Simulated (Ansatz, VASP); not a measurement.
CoSi in VASP and in Ansatz

INCAR

```
ALGO = Normal
EDIFF = 1E-7
ENCUT = 520
GGA = PE
ISIF = 2
ISMEAR = -1
LASPH = T
LCHARG = F
LREAL = F
LWAVE = F
NBANDS = 21
NELM = 80
PREC = Accurate
SIGMA = 0.08
```

KPOINTS

```
k-points
0
Gamma
  12 12 7
```

POSCAR

```
CoSi
1.0
    3.2986983995      0.0000000000      0.0000000000
   -1.6493491998      2.8567566134      0.0000000000
    0.0000000000      0.0000000000      4.9590924182
Co Si
2 2
Direct
    0.0000000000      0.0000000000      0.0000000000
    0.0000000000      0.0000000000      0.5000000000
    0.3333333333      0.6666666667      0.2500000000
    0.6666666667      0.3333333333      0.7500000000
```

Input for Ansatz:

```yaml
crystal:
  lattice:
    - [3.2986983995, 0.0, 0.0]
    - [-1.6493491998, 2.8567566134, 0.0]
    - [0.0, 0.0, 4.9590924182]
  atoms:
    - { symbol: Co, position: [0.0, 0.0, 0.0] }
    - { symbol: Co, position: [0.0, 0.0, 0.5] }
    - { symbol: Si, position: [0.3333333333, 0.6666666667, 0.25] }
    - { symbol: Si, position: [0.6666666667, 0.3333333333, 0.75] }
kpoints:
  mp_grid: { grid: [12, 12, 7] }
scf:
  occupations: { method: fermi_dirac, width: 0.08 }
hamiltonian:
  xc: pbe
  pseudopotentials: { kind: all_electron, lapw: { basis_error: 0.001 } }
output:
  forces: true
  stress: true
  eigenvalues: true
  populations: true
```

Change from the starting cell: volume scaled by 0.94, LAPW.

Alike in both runs: task single point; functional PBE; k mesh 12 × 12 × 7; occupations fermi-dirac, width 0.08 eV; no spin polarisation.

```csv
,VASP,Ansatz
version,VASP 6.6.1,Ansatz 0.2.0
potentials or method,"VASP PAW PBE potentials, release 64 (Co, Si), cutoff 520 eV","all-electron LAPW, scalar-relativistic"
```

```csv
,VASP,Ansatz,Ansatz less VASP
pressure (GPa),12.4,12.7,+0.22
"traceless stress, the component that is largest in VASP (GPa)",0.19,0.02,-0.164
```

Ansatz ran all-electron here, and VASP with PAW potentials.
